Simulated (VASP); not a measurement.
## Ti: single point with LDA

Ti:

```
Ti
1.0
     4.00108    0.00000    0.00000
     0.00000    4.00108    0.00000
     0.00000    0.00000    4.00108
Ti
4
Cartesian
  0.0000 0.0000 0.0000
  0.0000 2.0005 2.0005
  2.0005 0.0000 2.0005
  2.0005 2.0005 0.0000
```

* Program: VASP 6.6.1
* Task: single point
* Functional: LDA
* Potentials or basis: VASP PAW LDA potentials, release 64 (Ti_sv)
* Cutoff: 520 eV
* k mesh: 10 × 10 × 10
* Occupations: methfessel-paxton, width 0.05 eV
* Spin: no spin polarisation
* Dipole correction: no
* Further INCAR settings: ALGO = Normal; EDIFF = 1e-06; NBANDS = 32

```yaml
Pressure: -0.2 GPa
Band_gap_on_the_k_mesh: zero (band 24 reaches 9.76 eV, above the bottom of band 25 at 8.47 eV)
```

Levels at points of the mesh, in eV from the Fermi level:
```tsv
k point	band 21	band 22	band 23	band 24	band 25	band 26	band 27	band 28
(0.00, 0.00, 0.00)	-1.97	-1.97	-1.97	0.88	0.88	0.88	2.68	2.68
(0.50, 0.00, 0.00)	-0.73	-0.73	-0.42	-0.42	-0.42	-0.42	1.22	1.22
(0.50, 0.50, 0.00)	-0.39	-0.39	-0.39	-0.39	-0.11	-0.11	-0.11	-0.11
(0.50, 0.50, 0.50)	0.73	0.73	0.73	0.73	0.73	0.73	0.73	0.73
```

It took 100 s on 1 thread of Intel Xeon 6975P-C, with other jobs on the host, peak memory 0.2 GiB.
